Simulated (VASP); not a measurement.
Set up this calculation in VASP 6.6.1, as the native input.

```
Task                   : electric field gradients
Functional             : LDA
Potentials or basis    : VASP PAW LDA potentials, release 64 (Ga_d, P)
Cutoff                 : 520 eV
k mesh                 : 10 × 10 × 10
Occupations            : fermi-dirac, width 0.05 eV
Spin                   : no spin polarisation
Dipole correction      : no
Further INCAR settings : ALGO = Normal; EDIFF = 1e-08; NBANDS = 16
```

The structure of GaP lies in POSCAR:

```
GaP
1.0
    0.0000000000      2.7252500000      2.7252500000
    2.7252500000      0.0000000000      2.7252500000
    2.7252500000      2.7252500000      0.0000000000
Ga P
1 1
Direct
    0.0000000000      0.0000000000      0.0000000000
    0.7500000000      0.7500000000      0.7500000000
```

The input as run:

INCAR

```
PREC = Accurate
ENCUT = 520
EDIFF = 1E-8
ISMEAR = -1
SIGMA = 0.05
LREAL = False
LASPH = True
NELM = 100
ALGO = Normal
ISIF = 2
LWAVE = False
LCHARG = False
LEFG = True
NBANDS = 16
```

KPOINTS

```
Automatic mesh
0
Gamma
  10 10 10
```

Potentials or basis: VASP PAW LDA potentials, release 64 (Ga_d, P).

Command:

```console
$ cat potpaw_LDA.64/Ga_d/POTCAR potpaw_LDA.64/P/POTCAR > POTCAR
$ mpirun -np 1 vasp_std > vasp.out
```

Results of the run:

```
Pressure                                : -2.6 GPa
Band gap on the k mesh                  : 1.45 eV (least direct gap 1.64 eV)
Largest electric field gradient by atom : zero within the noise of the run
```

It took 37 s on 1 thread of AMD EPYC 7R43 64-Core Processor (Zen 3), with other jobs on the host, peak memory 0.13 GiB.
